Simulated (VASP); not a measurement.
# Fe (I4_1/amd) in VASP: relaxation of cell and atoms with PBEsol

Aim: the relaxation of cell and atoms of Fe with PBEsol.

Everything below comes from runs of VASP 6.6.1. Logs are shortened: lines on timing, memory, paths and dates and some standing lists are left out, and cuts for length are marked.

### 1 The cell of the first run

Symmetry: I4_1/amd, No. 141, tetragonal system. The conventional cell has a = 3.854 Å, b = 3.854 Å, c = 2.119 Å, α = 90.00°, β = 90.00°, γ = 90.00°. Within 2.6 Å of Fe (site symmetry -4m2) lie 10 Fe at 2.00 to 2.50 Å.

### 2 Relaxation of cell and atoms, PBEsol, collinear spin, ferromagnetic start, target pressure 160 GPa, at which the enthalpy is minimised

INCAR

```
PREC     = Accurate       # precision mode
ENCUT    = 600            # plane-wave cutoff, eV
EDIFF    = 1E-7           # SCF threshold, eV
ISMEAR   = -1             # smearing method
SIGMA    = 0.08           # smearing width, eV
LREAL    = F              # projectors in reciprocal space
LASPH    = T              # aspherical terms in the spheres
NELM     = 150            # most SCF steps
ALGO     = Normal         # electronic algorithm
ISIF     = 3              # what is computed and relaxed
LWAVE    = F              # write WAVECAR
LCHARG   = F              # write CHGCAR
ISPIN    = 2              # spin polarisation
MAGMOM   = 2.5 2.5        # initial moments
LORBIT   = 11             # projections on sites
LMAXMIX  = 4              # l up to which the mixer works
GGA      = PS             # functional
IBRION   = 2              # ionic algorithm
NSW      = 60             # ionic steps
EDIFFG   = -0.005         # ionic threshold
PSTRESS  = 1600.0
```

KPOINTS

```
regular mesh
0
Gamma
  20 20 20
```

POSCAR

```
Fe
1.0
   -1.9267670304      1.9267670304      1.0597218668
    1.9267670304     -1.9267670304      1.0597218668
    1.9267670304      1.9267670304     -1.0597218668
Fe
2
Direct
   -0.3750000000     -0.1250000000     -0.2500000000
    0.3750000000      0.1250000000      0.2500000000
```

Potentials or basis: VASP PAW PBE potentials, release 64 (Fe).

Started as:

```bash
$ cat potpaw_PBE.64/Fe/POTCAR > POTCAR
$ mpirun -np 1 vasp_std > vasp.out
```

OUTCAR:

```text
PREC = Accurate
   ENCUT = 600
   EDIFF = 1E-7
   ISMEAR = -1
   LREAL = F
   LASPH = T
   NELM = 150
   ISIF = 3
   ISPIN = 2
   LORBIT = 11
   GGA = PS
   IBRION = 2
   NSW = 60
   EDIFFG = -0.005
   PSTRESS = 1600.0

 ion  position               nearest neighbor table
   1  0.625  0.875  0.750-   2 2.00   2 2.00   2 2.00   2 2.00   2 2.50   2 2.50   2 2.50   2 2.50

   2  0.375  0.125  0.250-   1 2.00   1 2.00   1 2.00   1 2.00   1 2.50   1 2.50   1 2.50   1 2.50

  LATTYP: Found a body centered tetragonal cell.
 ALAT       =     3.8535340608
 C/A-ratio  =     0.5500000000

  Lattice vectors:

 A1 = (  -1.9267670304,   1.9267670304,   1.0597218668)
 A2 = (   1.9267670304,  -1.9267670304,   1.0597218668)
 A3 = (   1.9267670304,   1.9267670304,  -1.0597218668)

Analysis of symmetry for initial positions (statically):
=====================================================================
 Subroutine PRICEL returns:
 Original cell was already a primitive cell.

 Routine SETGRP: Setting up the symmetry group for a
 body centered tetragonal supercell.

 Subroutine GETGRP returns: Found 16 space group operations
 (whereof  4 operations were pure point group operations)
 out of a pool of 16 trial point group operations.

The static configuration has the point symmetry C_2h.
 The point group associated with its full space group is D_4h.

Analysis of symmetry for dynamics (positions and initial velocities):
=====================================================================
 Subroutine PRICEL returns:
 Original cell was already a primitive cell.

 Routine SETGRP: Setting up the symmetry group for a
 body centered tetragonal supercell.

 Subroutine GETGRP returns: Found 16 space group operations
 (whereof  4 operations were pure point group operations)
 out of a pool of 16 trial point group operations.

The dynamic configuration has the point symmetry C_2h.
 The point group associated with its full space group is D_4h.

Analysis of structural, dynamic, and magnetic symmetry:
=====================================================================
 Subroutine PRICEL returns:
 Original cell was already a primitive cell.

 Routine SETGRP: Setting up the symmetry group for a
 body centered tetragonal supercell.

 Subroutine GETGRP returns: Found 16 space group operations
 (whereof  4 operations were pure point group operations)
 out of a pool of 16 trial point group operations.

The overall configuration has the point symmetry C_2h.
 The point group associated with its full space group is D_4h.

 Subroutine INISYM returns: Found 16 space group operations
 (whereof  4 operations are pure point group operations),
 and found     1 'primitive' translations

----------------------------------------------------------------------------------------

                                     Primitive cell

  volume of cell :      15.7366

  direct lattice vectors                    reciprocal lattice vectors
    -1.926767030  1.926767030  1.059721867     0.000000000  0.259502053  0.471821914
     1.926767030 -1.926767030  1.059721867     0.259502053  0.000000000  0.471821914
     1.926767030  1.926767030 -1.059721867     0.259502053  0.259502053  0.000000000

  length of vectors
     2.923674540  2.923674540  2.923674540     0.538476772  0.538476772  0.366991323

  position of ions in fractional coordinates (direct lattice)
     0.625000000  0.875000000  0.750000000
     0.375000000  0.125000000  0.250000000

  ion indices of the primitive-cell ions
   primitive index   ion index
                 1           1
                 2           2

----------------------------------------------------------------------------------------

 KPOINTS: regular mesh

Automatic generation of k-mesh.
 Grid dimensions read from file:
 generate k-points for:   20   20   20

 Generating k-lattice:

  Cartesian coordinates                     Fractional coordinates (reciprocal lattice)
     0.000000000  0.012975103  0.023591096     0.050000000  0.000000000 -0.000000000
     0.012975103  0.000000000  0.023591096     0.000000000  0.050000000 -0.000000000
     0.012975103  0.012975103  0.000000000     0.000000000  0.000000000  0.050000000

  Length of vectors
     0.026923839  0.026923839  0.018349566

  Shift w.r.t. Gamma in fractional coordinates (k-lattice)
     0.000000000  0.000000000  0.000000000

 Subroutine IBZKPT returns following result:
 ===========================================

 Found    641 irreducible k-points:

 Following reciprocal coordinates:
            Coordinates               Weight
  0.000000  0.000000  0.000000      1.000000
  0.050000  0.000000  0.000000      8.000000
  0.100000  0.000000 -0.000000      8.000000
  0.150000 -0.000000  0.000000      8.000000
  0.200000  0.000000 -0.000000      8.000000
  0.250000  0.000000  0.000000      8.000000
[... 16 lines left out ...]
 -0.400000  0.050000 -0.000000     16.000000
 -0.350000  0.050000  0.000000     16.000000
 [... further k-points ...]
   k-points           NKPTS =    641   k-points in BZ     NKDIM =    641   number of bands    NBANDS=     15
   number of dos      NEDOS =    301   number of ions     NIONS =      2
   total plane-waves  NPLWV =  13824
   dimension x,y,z NGX =    24 NGY =   24 NGZ =   24
   dimension x,y,z NGXF=    48 NGYF=   48 NGZF=   48
   ions per type =               2
   NGX,Y,Z   is equivalent  to a cutoff of  13.65, 13.65, 13.65 a.u.
   NGXF,Y,Z  is equivalent  to a cutoff of  27.29, 27.29, 27.29 a.u.
 SYSTEM =  unknown system
   PREC   = accura    normal or accurate (medium, high low for compatibility)
   ISTART =      0    job   : 0-new  1-cont  2-samecut
   ICHARG =      2    charge: 1-file 2-atom 10-const
   ISPIN  =      2    spin polarized calculation?
   LNONCOLLINEAR =      F non collinear calculations
   LSORBIT =      F    spin-orbit coupling
   LASPH  =      T    aspherical Exc in radial PAW
   ENCUT  =  600.0 eV  44.10 Ry    6.64 a.u.   5.84  5.84  5.84*2*pi/ulx,y,z
   NELM   =    150;   NELMIN=  2; NELMDL= -5     # of ELM steps
   EDIFF  = 0.1E-06   stopping-criterion for ELM
   LREAL  =      F    real-space projection
   EDIFFG = -.5E-02   stopping-criterion for IOM
   NSW    =     60    number of steps for IOM
   IBRION =      2    ionic relax: 0-MD 1-quasi-New 2-CG
   NFREE  =      1    steps in history (QN), initial steepest desc. (CG)
   ISIF   =      3    stress and relaxation
   ISYM   =      2    0-nonsym 1-usesym 2-fastsym
   POTIM  = 0.5000    time-step for ionic-motion
   TEBEG  =    0.0;   TEEND  =   0.0 temperature during run
   PSTRESS= 1600.0 pullay stress
   NELECT =      16.0000    total number of electrons
   NUPDOWN=      -1.0000    fix difference up-down
   EMIN   =  10.00;   EMAX   =-10.00  energy-range for DOS
   EFERMI =   0.00;   METHOD = LEGACY
   ISMEAR =    -1;   SIGMA  =   0.08  broadening in eV -4-tet -1-fermi 0-gaus
   EFERMI_NEDOS =   21; number of points for ismear=-14 and -15
   IALGO  =     38    algorithm
   IMIX   =      4    mixing-type and parameters
     AMIX     =   0.40;   BMIX     =  1.00
     AMIX_MAG =   1.60;   BMIX_MAG =  1.00
  volume/ion in A,a.u.               =       7.87        53.10
  Fermi-wavevector in a.u.,A,eV,Ry     =   1.646183  3.110834 36.870670  2.709918
  Thomas-Fermi vector in A             =   2.735854
   LORBIT       =     11    0 simple, 1 ext, 2 COOP (PROOUT), +10 PAW based schemes
   GGA     = PS    functional components
   LHFCALC =     F    Hartree Fock is set to
   AEXX    =    0.0000 exact exchange contribution
   IVDW    =     0    specifies the selected vdW correction
   LEPSILON=     F    determine dielectric tensor
   LRPA    =     F    only Hartree local field effects (RPA)
 conjugate gradient relaxation of ions
 spin polarized calculation
  energy-cutoff  :      600.00
  volume of cell :       15.74
 maximum number of plane-waves:       538
   NGX = 11   NGY = 11   NGZ = 11

--------------------------------------- Ionic step        1  -------------------------------------------

 number of electron      15.9999997 magnetization       0.7799638

 Free energy of the ion-electron system (eV)
  ---------------------------------------------------
  ext. energy  EPLUGINS =         0.00000000
  ---------------------------------------------------
  free energy    TOTEN  =       -14.10684981 eV

  energy without entropy =      -14.04151202  energy(sigma->0) =      -14.07418092

------------------------ aborting loop because EDIFF is reached ----------------------------------------

  FORCE on cell =-STRESS in cart. coord.  units (eV):
  Direction    XX          YY          ZZ          XY          YZ          ZX
  --------------------------------------------------------------------------------------
  -------------------------------------------------------------------------------------
  Total       15.6621793     15.6621793     16.9371852      0.0000000     -0.0000000      0.0000000
  in kB     1594.6026211   1594.6026211   1724.4139185      0.0000000     -0.0000000      0.0000000
  external PRESSURE =      37.8730535 kB  Pullay stress =    1600.0000000 kB
[... 97 lines left out ...]
  energy  without entropy=      -14.2035882309  energy(sigma->0) =      -14.23661599

  enthalpy is  TOTEN    =         1.6018401356 eV   P V=       15.8714838931

[... ionic steps 4 to 9 ...]

--------------------------------------- Ionic step       10  -------------------------------------------

 number of electron      15.9999998 magnetization       0.0149772

------------------------ aborting loop because EDIFF is reached ----------------------------------------
[... 71 lines left out ...]
--------------------------------------- Ionic step       12  -------------------------------------------

 number of electron      15.9999998 magnetization      -0.0000576

 Free energy of the ion-electron system (eV)
  ---------------------------------------------------
  ext. energy  EPLUGINS =         0.00000000
  ---------------------------------------------------
  free energy    TOTEN  =       -14.17338912 eV

  energy without entropy =      -14.09860175  energy(sigma->0) =      -14.13599543

 E-fermi :  10.3585     XC(G=0): -15.4133

 val. band max:       10.3580671810   @ k =  -0.2000   0.4000   0.2000
 cond. band min:      10.3585338975   @ k =  -0.3000   0.3500   0.1000
 fundamental gap:      0.0004667164
 Fermi energy:        10.3585131794

 spin component 1

 k-point     1 :       0.0000    0.0000    0.0000
  band No.  band energies     occupation
      1      -0.2298      1.00000
      2       2.3851      1.00000
      3       4.9354      1.00000
      4       5.9012      1.00000
      5       6.6946      1.00000
      6       9.9157      0.99607
      7       9.9157      0.99607
      8       9.9930      0.98974
      9       9.9930      0.98974
     10      12.2874      0.00000
     11      13.4265      0.00000
     12      20.1408      0.00000
     13      20.1408      0.00000
     14      27.8281      0.00000
[... 401 lines left out ...]
      2       3.9138      1.00000
      3       5.1344      1.00000
      4       6.4824      1.00000
      5       7.1123      1.00000
      6       7.8550      1.00000
      7       9.4954      0.99998
      8       9.9789      0.99138
      9      10.6850      0.01661
     10      11.2383      0.00002
     11      12.5575      0.00000
     12      21.1196      0.00000
     13      23.1716      0.00000
     14      25.5917      0.00000
     15      29.9388      0.00000

 [... further k-points ...]

 spin component 2

 k-point     1 :       0.0000    0.0000    0.0000
  band No.  band energies     occupation
      1      -0.2298      1.00000
      2       2.3851      1.00000
      3       4.9354      1.00000
      4       5.9012      1.00000
      5       6.6946      1.00000
      6       9.9157      0.99607
      7       9.9157      0.99607
      8       9.9930      0.98974
      9       9.9930      0.98974
     10      12.2874      0.00000
     11      13.4264      0.00000
     12      20.1407      0.00000
     13      20.1407      0.00000
     14      27.8280      0.00000
[... 401 lines left out ...]
      2       3.9137      1.00000
      3       5.1343      1.00000
      4       6.4824      1.00000
      5       7.1123      1.00000
      6       7.8550      1.00000
      7       9.4954      0.99998
      8       9.9789      0.99138
      9      10.6850      0.01662
     10      11.2382      0.00002
     11      12.5575      0.00000
     12      21.1195      0.00000
     13      23.1715      0.00000
     14      25.5917      0.00000
     15      29.9387      0.00000

 [... further k-points ...]

------------------------ aborting loop because EDIFF is reached ----------------------------------------

  FORCE on cell =-STRESS in cart. coord.  units (eV):
  Direction    XX          YY          ZZ          XY          YZ          ZX
  --------------------------------------------------------------------------------------
  -------------------------------------------------------------------------------------
  Total       15.7761515     15.7761515     15.7759478     -0.0000000      0.0000000      0.0000000
  in kB     1600.3454023   1600.3454023   1600.3247362     -0.0000000      0.0000000      0.0000000
  external PRESSURE =       0.3385136 kB  Pullay stress =    1600.0000000 kB
[... 21 lines left out ...]
  energy  without entropy=      -14.0986017508  energy(sigma->0) =      -14.13599543

  enthalpy is  TOTEN    =         1.5993574619 eV   P V=       15.7727465798

 reached required accuracy - stopping structural energy minimisation

 total charge

# of ion       s       p       d       tot
------------------------------------------
    1        0.705   0.882   6.907   8.494
    2        0.705   0.882   6.907   8.494
--------------------------------------------------
tot          1.411   1.764  13.813  16.988

 magnetization (x)

# of ion       s       p       d       tot
------------------------------------------
    1       -0.000  -0.000  -0.000  -0.000
    2       -0.000  -0.000  -0.000  -0.000
--------------------------------------------------
tot         -0.000  -0.000  -0.000  -0.000
```

It took 57 min on 1 thread of Oxide Virtual Turin-like, shared host; peak memory 0.39 GiB.

Results:

- Free energy: -14.1734 eV
- Relaxed volume: 7.90 Å³/atom
- Relaxed cell: a = 2.911 Å, b = 2.911 Å, c = 2.911 Å, α = 97.92°, β = 97.92°, γ = 136.43°
- Space group after relaxing (to 0.1 Å): I4_1/amd (No. 141)
- Energy change on relaxing (the run minimises the enthalpy): -33.3 meV/atom
- Ionic steps: 12
- Pressure after relaxing: 160.0 GPa
- Band gap on the k mesh: zero (filled and empty bands overlap)
- Net moment: 0.00 μB per cell

The path:
```tsv
step	energy change (eV)	largest force (eV/Å)	pressure (GPa)	volume (Å³)
1	0.0000	0.0000	163.79	15.74
2	-0.4102	0.0000	141.64	16.16
3	-0.1628	0.0000	155.26	15.89
4	0.0883	0.0000	168.61	15.65
5	-0.0682	0.0000	159.83	15.80
6	-0.0463	0.0000	161.05	15.77
7	-0.0439	0.0000	161.23	15.77
8	-0.1063	0.0000	158.00	15.83
9	-0.0621	0.0000	160.21	15.79
10	-0.0617	0.0000	160.32	15.79
11	-0.0785	0.0000	159.37	15.81
12	-0.0665	0.0000	160.03	15.79
```

Final structure:
```
Fe
1.0
    -1.91166    1.91166    1.08048
     1.91166   -1.91166    1.08048
     1.91166    1.91166   -1.08048
Fe
2
Cartesian
  1.9117 0.9558 0.8104
  0.0000 0.9558 0.2701
```

Levels at points of the mesh, in eV from the Fermi level:
Spin up:
```csv
k point,band 5,band 6,band 7,band 8,band 9,band 10,band 11,band 12
"(0.00, 0.00, 0.00)",-3.66,-0.44,-0.44,-0.37,-0.37,1.93,3.07,9.78
"(0.50, 0.00, 0.00)",-2.18,-1.57,-1.00,-0.02,1.38,1.42,3.70,8.73
"(0.50, 0.50, 0.00)",-3.01,-3.01,-0.42,-0.42,0.74,0.74,1.36,1.36
"(0.50, 0.50, 0.50)",-1.03,-1.03,-0.85,-0.85,0.05,0.05,0.09,0.09
```
Spin down:
```csv
k point,band 6,band 7,band 8,band 9,band 10,band 11
"(0.00, 0.00, 0.00)",-0.44,-0.44,-0.37,-0.37,1.93,3.07
"(0.50, 0.00, 0.00)",-1.57,-1.00,-0.02,1.38,1.42,3.70
"(0.50, 0.50, 0.00)",-3.01,-0.42,-0.42,0.74,0.74,1.36
"(0.50, 0.50, 0.50)",-1.03,-0.85,-0.85,0.05,0.05,0.09
```

Caveat: the cell is relaxed towards a set pressure, so the run minimises the enthalpy, not the energy; atoms lie so close that the PAW spheres overlap strongly, which falsifies energies and pressures; the moments typed at the start vanished in this run; the PAW data sets were made with another functional, which shifts forces and pressure a little.
